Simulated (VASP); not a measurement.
# Ti (P6_3/mmc) in VASP: notebook

Ti is run at these levels: PBEsol; tasks: single point.

All numbers are computed with VASP 6.6.1; they aren't measurements. Logs are shortened: lines on timing, memory, paths and dates and some standing lists are left out, and cuts for length are marked.

## Step 1: The cell of the first run

It takes space group P6_3/mmc (No. 194, hexagonal). The conventional cell has a = 2.950 Å, b = 2.950 Å, c = 4.545 Å, α = 90.00°, β = 90.00°, γ = 120.00°. Ti (site symmetry -6m2) has 12 Ti at 2.84 to 2.95 Å within 3.7 Å.

## Step 2: Single point, PBEsol (strain +0.000 along x and y, -0.030 along z)

INCAR reads:

```
ALGO = Fast ; EDIFF = 1E-7
ENCUT = 520 ; GGA = PS
ISIF = 2 ; ISMEAR = 0
LASPH = T ; LCHARG = T
LELF = T ; LREAL = F
LVHAR = T ; LWAVE = F
NBANDS = 19 ; NELM = 100
PREC = Accurate ; SIGMA = 0.15
```

KPOINTS reads:

```
k-points
0
Gamma
  18 18 10
```

POSCAR reads:

```
Ti
1.0
    2.9499978604      0.0000000000      0.0000000000
   -1.4749989302      2.5547730882      0.0000000000
    0.0000000000      0.0000000000      4.5454200000
Ti
2
Direct
    0.3333333333      0.6666666667      0.2500000000
    0.6666666667      0.3333333333      0.7500000000
```

Potentials or basis: VASP PAW PBE potentials, release 64 (Ti_sv).

Started as:

```bash
> cat potpaw_PBE.64/Ti_sv/POTCAR > POTCAR
> mpirun -np 1 vasp_std > vasp.out
```

OUTCAR:

```text
EDIFF = 1E-7
   ENCUT = 520
   GGA = PS
   ISIF = 2
   ISMEAR = 0
   LASPH = T
   LREAL = F
   NELM = 100
   PREC = Accurate

 ion  position               nearest neighbor table
   1  0.333  0.667  0.250-   2 2.84   2 2.84   2 2.84   2 2.84   2 2.84   2 2.84
   2  0.667  0.333  0.750-   1 2.84   1 2.84   1 2.84   1 2.84   1 2.84   1 2.84

  LATTYP: Found a hexagonal cell.
 ALAT       =     2.9499978604
 C/A-ratio  =     1.5408214565

  Lattice vectors:

 A1 = (   2.9499978604,   0.0000000000,   0.0000000000)
 A2 = (  -1.4749989302,   2.5547730882,   0.0000000000)
 A3 = (   0.0000000000,   0.0000000000,   4.5454200000)

Analysis of symmetry for initial positions (statically):
=====================================================================
 Subroutine PRICEL returns:
 Original cell was already a primitive cell.

 Routine SETGRP: Setting up the symmetry group for a
 hexagonal supercell.

 Subroutine GETGRP returns: Found 24 space group operations
 (whereof 12 operations were pure point group operations)
 out of a pool of 24 trial point group operations.

The static configuration has the point symmetry D_3d.
 The point group associated with its full space group is D_6h.

Analysis of symmetry for dynamics (positions and initial velocities):
=====================================================================
 Subroutine PRICEL returns:
 Original cell was already a primitive cell.

 Routine SETGRP: Setting up the symmetry group for a
 hexagonal supercell.

 Subroutine GETGRP returns: Found 24 space group operations
 (whereof 12 operations were pure point group operations)
 out of a pool of 24 trial point group operations.

The dynamic configuration has the point symmetry D_3d.
 The point group associated with its full space group is D_6h.

 Subroutine INISYM returns: Found 24 space group operations
 (whereof 12 operations are pure point group operations),
 and found     1 'primitive' translations

----------------------------------------------------------------------------------------

                                     Primitive cell

  volume of cell :      34.2569

[... 80 lines left out ...]
   ISTART =      0    job   : 0-new  1-cont  2-samecut
   ICHARG =      2    charge: 1-file 2-atom 10-const
   ISPIN  =      1    spin polarized calculation?
   LNONCOLLINEAR =      F non collinear calculations
   LSORBIT =      F    spin-orbit coupling
   LASPH  =      T    aspherical Exc in radial PAW
   ENCUT  =  520.0 eV  38.22 Ry    6.18 a.u.   5.49  5.49  8.45*2*pi/ulx,y,z
   NELM   =    100;   NELMIN=  2; NELMDL= -5     # of ELM steps
   EDIFF  = 0.1E-06   stopping-criterion for ELM
   LREAL  =      F    real-space projection
   EDIFFG = 0.1E-05   stopping-criterion for IOM
   NSW    =      0    number of steps for IOM
   IBRION =     -1    ionic relax: 0-MD 1-quasi-New 2-CG
   NFREE  =      0    steps in history (QN), initial steepest desc. (CG)
   ISIF   =      2    stress and relaxation
   ISYM   =      2    0-nonsym 1-usesym 2-fastsym
   POTIM  = 0.5000    time-step for ionic-motion
   TEBEG  =    0.0;   TEEND  =   0.0 temperature during run
   PSTRESS=    0.0 pullay stress
   NELECT =      24.0000    total number of electrons
   NUPDOWN=      -1.0000    fix difference up-down
   EMIN   =  10.00;   EMAX   =-10.00  energy-range for DOS
   EFERMI =   0.00;   METHOD = LEGACY
   ISMEAR =     0;   SIGMA  =   0.15  broadening in eV -4-tet -1-fermi 0-gaus
   EFERMI_NEDOS =   21; number of points for ismear=-14 and -15
   IALGO  =     68    algorithm
   IMIX   =      4    mixing-type and parameters
     AMIX     =   0.40;   BMIX     =  1.00
     AMIX_MAG =   1.60;   BMIX_MAG =  1.00
  volume/ion in A,a.u.               =      17.13       115.59
  Fermi-wavevector in a.u.,A,eV,Ry     =   1.453994  2.747650 28.764050  2.114098
  Thomas-Fermi vector in A             =   2.571196
   LORBIT       =      0    0 simple, 1 ext, 2 COOP (PROOUT), +10 PAW based schemes
   GGA     = PS    functional components
   LHFCALC =     F    Hartree Fock is set to
   AEXX    =    0.0000 exact exchange contribution
   IVDW    =     0    specifies the selected vdW correction
   LEPSILON=     F    determine dielectric tensor
   LRPA    =     F    only Hartree local field effects (RPA)
 non-spin polarized calculation
 RMM-DIIS sequential band-by-band and
 Gauss-broadening in eV      SIGMA  =   0.15
  energy-cutoff  :      520.00
  volume of cell :       34.26
 maximum number of plane-waves:       953
 NGX is ok and might be reduce to    24
   NGX = 11   NGY = 11   NGZ = 17

 number of electron      23.9999999 magnetization

 Free energy of the ion-electron system (eV)
  ---------------------------------------------------
  ext. energy  EPLUGINS =         0.00000000
  ---------------------------------------------------
  free energy    TOTEN  =       -16.67689661 eV

  energy without entropy =      -16.65348493  energy(sigma->0) =      -16.66519077

 E-fermi :   8.3621     XC(G=0): -11.7010

 val. band max:        8.3565105016   @ k =   0.3333   0.2222   0.3000
 cond. band min:       8.3648770119   @ k =   0.2778   0.2778   0.4000
 fundamental gap:      0.0083665102
 Fermi energy:         8.3621458670

 k-point     1 :       0.0000    0.0000    0.0000
  band No.  band energies     occupation
      1     -48.2572      2.00000
      2     -48.0942      2.00000
      3     -24.9874      2.00000
      4     -24.3065      2.00000
      5     -24.3065      2.00000
      6     -24.1953      2.00000
[... 505 lines left out ...]
      6     -24.4729      2.00000
[... 11 lines left out ...]
     18      11.9869      0.00000
     19      12.6000      0.00000

 [... further k-points ...]

------------------------ aborting loop because EDIFF is reached ----------------------------------------

  FORCE on cell =-STRESS in cart. coord.  units (eV):
  Direction    XX          YY          ZZ          XY          YZ          ZX
  --------------------------------------------------------------------------------------
  -------------------------------------------------------------------------------------
  Total       -0.8242992     -0.8242992     -0.2161369     -0.0000000     -0.0000000      0.0000000
  in kB      -38.5520453    -38.5520453    -10.1086110     -0.0000000     -0.0000000      0.0000000
  external PRESSURE =     -29.0709006 kB  Pullay stress =       0.0000000 kB

 VOLUME and BASIS-vectors are now :
 -----------------------------------------------------------------------------
  energy-cutoff  :      520.00
  volume of cell :       34.26
      direct lattice vectors                 reciprocal lattice vectors
     2.949997860  0.000000000  0.000000000     0.338983297  0.195712098  0.000000000
    -1.474998930  2.554773088  0.000000000     0.000000000  0.391424195  0.000000000
     0.000000000  0.000000000  4.545420000     0.000000000  0.000000000  0.220001672

 POSITION                                       TOTAL-FORCE (eV/Angst)
 -----------------------------------------------------------------------------------
     -0.00000      1.70318      1.13636         0.000000     -0.000000      0.000000
      1.47500      0.85159      3.40907        -0.000000      0.000000      0.000000
 -----------------------------------------------------------------------------------
    total drift:                               -0.000000      0.000000     -0.000000

  FREE ENERGIE OF THE ION-ELECTRON SYSTEM (eV)
  ---------------------------------------------------
  free  energy   TOTEN  =       -16.6768966082 eV

  energy  without entropy=      -16.6534849296  energy(sigma->0) =      -16.66519077
```

OSZICAR:

```text
N       E                     dE             d eps       ncg     rms          rms(c)
DAV:   1     0.261404220146E+03    0.26140E+03   -0.13009E+04  8460   0.158E+03
DAV:   2     0.111099802273E+02   -0.25029E+03   -0.24631E+03  8649   0.441E+02
DAV:   3    -0.177324118132E+02   -0.28842E+02   -0.28500E+02 15701   0.124E+02
[... 41 lines left out ...]
RMM:  45    -0.166768962191E+02   -0.17244E-06   -0.19380E-06  9563   0.640E-03    0.198E-03
RMM:  46    -0.166768963387E+02   -0.11965E-06   -0.14328E-06  7997   0.518E-03    0.165E-03
RMM:  47    -0.166768964574E+02   -0.11864E-06   -0.13502E-06  9014   0.492E-03    0.130E-03
RMM:  48    -0.166768965444E+02   -0.87010E-07   -0.11508E-06  7912   0.418E-03    0.122E-03
RMM:  49    -0.166768966082E+02   -0.63759E-07   -0.97893E-07  8168   0.374E-03
   1 F= -.16676897E+02 E0= -.16665191E+02  d E =-.234117E-01
```

stdout:

```text
POSCAR found type information on POSCAR Ti
 POSCAR found :  1 types and       2 ions
 scaLAPACK will be used
[... 58 lines left out ...]
 num prob  num prob  num prob  num prob  num prob  num prob  num prob  num prob  num prob  num prob  num prob  num prob  num prob  num prob  num prob  num prob  num prob  num prob  num prob  num prob  num prob  num prob RMM:  42    -0.166768956396E+02   -0.23769E-06   -0.29472E-06 10068   0.725E-03    0.594E-03
 num prob  num prob WARNING in EDDRMM: call to ZHEGV failed, returncode =   8  4      3
 num prob  num prob  num prob  num prob  num prob  num prob  num prob  num prob  num prob  num prob  num prob  num prob  num prob  num prob  num prob  num prob  num prob  num prob RMM:  43    -0.166768958695E+02   -0.22987E-06   -0.26984E-06 10584   0.771E-03    0.415E-03
 num prob  num prob  num prob  num prob WARNING in EDDRMM: call to ZHEGV failed, returncode =   8  4     16
 num prob  num prob  num prob  num prob  num prob
```

Wall time 8 min (1 thread of Intel Xeon Platinum 8259CL at 2.50GHz (Skylake/Cascade Lake), shared host); peak memory 0.24 GiB.

What came out:

```yaml
Free_energy: -16.6769 eV
Pressure: -2.9 GPa
Band_gap_on_the_k_mesh: zero (bands 12 and 13 overlap by 1.12 eV)
```

Caveat: the cell differs from its parent crystal (strain +0.000 along x and y, -0.030 along z); the PAW data sets were made with another functional, which shifts forces and pressure a little.

## Step 3: Single point, PBEsol (strain -0.015 along x and y, +0.000 along z)

INCAR reads:

```
  PREC = Accurate
  ENCUT = 520
  EDIFF = 1E-6
  ISMEAR = 0
  SIGMA = 0.15
  LREAL = F
  LASPH = T
  NELM = 60
  ALGO = Fast
  ISIF = 2
  LWAVE = F
  LCHARG = T
  GGA = PS
  LELF = T
  LVHAR = T
  NBANDS = 19
```

KPOINTS reads:

```
Automatic mesh
0
Gamma
  18 18 10
```

POSCAR reads:

```
Ti
1.0
    2.9057478925      0.0000000000      0.0000000000
   -1.4528739462      2.5164514919      0.0000000000
    0.0000000000      0.0000000000      4.6860000000
Ti
2
Direct
    0.3333333333      0.6666666667      0.2500000000
    0.6666666667      0.3333333333      0.7500000000
```

Potentials or basis: VASP PAW PBE potentials, release 64 (Ti_sv).

Started as:

```bash
> cat potpaw_PBE.64/Ti_sv/POTCAR > POTCAR
> mpirun -np 1 vasp_std > vasp.out
```

It took 5.1 min on 1 thread of Intel Xeon Platinum 8259CL at 2.50GHz (Skylake/Cascade Lake), shared host; peak memory 0.24 GiB.

It converged, with:

```yaml
Free_energy: -16.6790 eV
Pressure: -3.3 GPa
Band_gap_on_the_k_mesh: zero (bands 12 and 13 overlap by 1.12 eV)
```

Stress tensor (GPa, compression positive):
```
-2.56  0.00  0.00
 0.00 -2.56  0.00
 0.00  0.00 -4.72
```

Levels at points of the mesh, in eV from the Fermi level:
```tsv
k point	band 10	band 11	band 12	band 13	band 14	band 15
(0.00, 0.00, 0.00)	-2.73	0.66	0.80	0.81	0.81	1.29
(0.50, 0.00, 0.00)	-2.19	-1.90	-0.53	0.57	0.57	1.13
(0.00, 0.00, 0.50)	-4.40	0.02	0.02	0.74	0.74	0.74
(0.50, 0.00, 0.50)	-2.58	-0.86	-0.86	1.39	1.39	1.81
```

Caveat: the cell differs from its parent crystal (strain -0.015 along x and y, +0.000 along z); the cell stands under tension; the PAW data sets were made with another functional, which shifts forces and pressure a little.

## Step 4: Single point, PBEsol (strain -0.015 along x and y, +0.015 along z)

INCAR reads:

```
SYSTEM = Ti
PREC = Accurate
ENCUT = 520
EDIFF = 1E-6
ISMEAR = 0
SIGMA = 0.15
LREAL = .False.
LASPH = .True.
NELM = 60
ALGO = Fast
ISIF = 2
LWAVE = .False.
LCHARG = .False.
GGA = PS
NBANDS = 19
```

KPOINTS reads:

```
Automatic mesh
0
Gamma
  18 18 10
  0 0 0
```

POSCAR: that of step 3 with these lines changed.

```diff
@@ -4,3 +4,3 @@
    -1.4528739462      2.5164514919      0.0000000000
-    0.0000000000      0.0000000000      4.6860000000
+    0.0000000000      0.0000000000      4.7562900000
 Ti
```

Started as:

```bash
> cat potpaw_PBE.64/Ti_sv/POTCAR > POTCAR
> mpirun -np 1 vasp_std > vasp.out
```

It took 6 min on 1 thread of Intel Xeon Platinum 8259CL at 2.50GHz (Skylake/Cascade Lake), shared host; peak memory 0.24 GiB.

Results (log left out):

```yaml
Free_energy: -16.6607 eV
Pressure: -4.5 GPa
Band_gap_on_the_k_mesh: zero (bands 12 and 13 overlap by 1.03 eV)
```

Stress tensor (GPa, compression positive):
```
-3.32  0.00  0.00
 0.00 -3.32  0.00
 0.00  0.00 -6.96
```

Levels at points of the mesh, in eV from the Fermi level:
| k point | band 9 | band 10 | band 11 | band 12 | band 13 | band 14 | band 15 | band 16 |
| --- | --- | --- | --- | --- | --- | --- | --- | --- |
| (0.00, 0.00, 0.00) | -6.20 | -2.71 | 0.50 | 0.70 | 0.82 | 0.82 | 1.27 | 1.27 |
| (0.50, 0.00, 0.00) | -2.30 | -2.13 | -1.87 | -0.48 | 0.51 | 0.65 | 1.06 | 3.48 |
| (0.00, 0.00, 0.50) | -4.41 | -4.41 | -0.03 | -0.03 | 0.77 | 0.77 | 0.77 | 0.77 |
| (0.50, 0.00, 0.50) | -2.54 | -2.54 | -0.87 | -0.87 | 1.38 | 1.38 | 1.83 | 1.83 |

Caveat: the cell differs from its parent crystal (strain -0.015 along x and y, +0.015 along z); the cell stands under tension; the PAW data sets were made with another functional, which shifts forces and pressure a little.

(Part 1 of 2 ends here.)
